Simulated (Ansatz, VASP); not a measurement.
**Two plane-wave programs on GdO**

```xyz
2
Lattice="2.8018 0.0000 0.0000 0.0000 2.8018 0.0000 0.0000 0.0000 2.8018" Properties=species:S:1:pos:R:3 pbc="T T T"
Gd    0.0000    0.0000    0.0000
O     1.4009    1.4009    1.4009
```

Alike in both runs: task single point; functional PBE; k mesh 9 × 9 × 9; occupations gaussian, width 0.024 eV; collinear spin.

```csv
,VASP,Ansatz
version,VASP 6.6.1,Ansatz 0.2.0
potentials or method,"VASP PAW PBE potentials, release 64 (Gd, O)",Ansatz PAW
plane-wave cutoff (eV),520,420
valence electrons in the cell,24,24
```

VASP gave:

| Quantity | Value |
| --- | --- |
| gap on the k mesh at the Fermi level (eV) | none |
| net moment per atom (μB) | 3.48 |
| size of the moment on the site where the two differ most (μB) | 6.70 |

Question: What did Ansatz give for the same quantities?

Answer: gap on the k mesh at the Fermi level (eV): none; net moment per atom (μB): 3.48; size of the moment on the site where the two differ most (μB): 6.72.

Site moments also hang on the region over which each program counts them. A gap of «none» marks a metal or a gap that the smearing closes.

Neither program's run includes spin-orbit coupling.
